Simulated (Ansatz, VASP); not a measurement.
**Two plane-wave programs on CuO**

POSCAR

```
CuO
1.0
    2.3446497600     -1.7133998200      0.0000000000
    2.3446497600      1.7133998200      0.0000000000
   -0.8605499100      0.0000000000      5.0594394800
Cu O
2 2
Direct
    0.0032000000      0.4968000000      0.0000000000
    0.4968000000      0.0032000000      0.5000000000
    0.5714000000      0.4056000000      0.2537000000
    0.4056000000      0.5714000000      0.7537000000
```

Contents of INCAR.step1:

```
SYSTEM = CuO
ALGO = Normal ; EDIFF = 1E-4
ENCUT = 520 ; GGA = PE
ISMEAR = -1 ; LASPH = .TRUE.
LCHARG = .FALSE. ; LDAU = .TRUE.
LDAUJ = 0 0 ; LDAUL = 2 -1
LDAUTYPE = 2 ; LDAUU = 4.5 0
LMAXMIX = 4 ; LREAL = .FALSE.
LWAVE = .TRUE. ; NBANDS = 25
NELM = 150 ; PREC = Accurate
SIGMA = 0.05
```

Contents of INCAR.step2:

```
SYSTEM = CuO
ALGO = Normal ; EDIFF = 1E-6
ENCUT = 520 ; ISIF = 2
ISMEAR = -1 ; ISTART = 1
LASPH = .TRUE. ; LCHARG = .FALSE.
LDAU = .TRUE. ; LDAUJ = 0 0
LDAUL = 2 -1 ; LDAUPRINT = 1
LDAUTYPE = 2 ; LDAUU = 4.5 0
LMAXMIX = 4 ; LMIXTAU = .TRUE.
LREAL = .FALSE. ; LWAVE = .FALSE.
METAGGA = R2SCAN ; NBANDS = 25
NELM = 150 ; PREC = Accurate
SIGMA = 0.05
```

Contents of KPOINTS:

```
k-points
0
G
  10 10 5
  0 0 0
```

Contents of input.yaml:

```yaml
crystal:
  lattice:
    - [2.34464976, -1.71339982, 0.0]
    - [2.34464976, 1.71339982, 0.0]
    - [-0.86054991, 0.0, 5.05943948]
  atoms:
    - { symbol: Cu, position: [0.0032, 0.4968, 0.0] }
    - { symbol: Cu, position: [0.4968, 0.0032, 0.5] }
    - { symbol: O, position: [0.5714, 0.4056, 0.2537] }
    - { symbol: O, position: [0.4056, 0.5714, 0.7537] }
hamiltonian:
  xc: r2scan
  pseudopotentials: { kind: paw }
  hubbard: { sites: [{ species: Cu, l: d, u_eff: 4.5 }] }
kpoints:
  mp_grid: { grid: [10, 10, 5] }
  band_path:
    path:
      - [[0.0, 0.0, 0.0], [-0.5, -0.5, 0.0], [-0.5249461988, -0.5249461988, 0.3256423996], [-0.5, -0.5, 0.5], [-0.6336779992, -0.3663220008, 0.5]]
      - [[-0.3663220008, 0.3663220008, 0.5], [0.0, 0.0, 0.5], [-0.4750538012, -0.4750538012, 0.6743576004]]
      - [[-0.5, -0.5, 0.0], [-0.612631459, -0.387368541, 0.0]]
      - [[-0.387368541, 0.387368541, 0.0], [0.0, 0.0, 0.0], [-0.5, 0.0, 0.0]]
      - [[-0.5, 0.0, 0.5], [0.0, 0.0, 0.0]]
    npoints: 14
scf:
  occupations: { method: fermi_dirac, width: 0.05 }
  n_extra_bands: 10
output:
  forces: true
  stress: true
  eigenvalues: true
  fatbands: false
  write_density: true
  write_potential: true
  elf: true
  volumetric_format: npy
```

Alike in both runs: functional r2SCAN; k mesh 10 × 10 × 5; occupations fermi-dirac, width 0.05 eV; no spin polarisation; Hubbard terms Cu d U = 4.5 eV.

```csv
,VASP,Ansatz
version,VASP 6.6.1,Ansatz 0.2.0
potentials or method,"VASP PAW PBE potentials, release 64 (Cu, O)",Ansatz PAW
plane-wave cutoff (eV),520,500
valence electrons in the cell,34,50
task,single point,band structure
```

Ansatz gave:

| Item | Value |
| --- | --- |
| gap on the k mesh at the Fermi level (eV) | none |
| pressure (GPa) | 0.6 |
| traceless stress, the component that is largest in VASP (GPa) | -0.66 |
| rms of the force components (eV/Å) | 0.444 |

**Question.** Estimate VASP's values.

**Answer.** gap on the k mesh at the Fermi level (eV): none; pressure (GPa): -3.7; traceless stress, the component that is largest in VASP (GPa): -1.19; rms of the force components (eV/Å): 0.392.

VASP's potentials were made for PBE, not for r2SCAN. The programs project onto different local orbitals, so the same U acts differently, and such runs can settle in different states. Atom by atom the forces differ by 0.056 eV/Å (rms over components). A gap of «none» marks a metal or a gap that the smearing closes. VASP's potentials hold 34 valence electrons a cell and Ansatz's 50, so a difference there can come from the potentials and not from the codes.
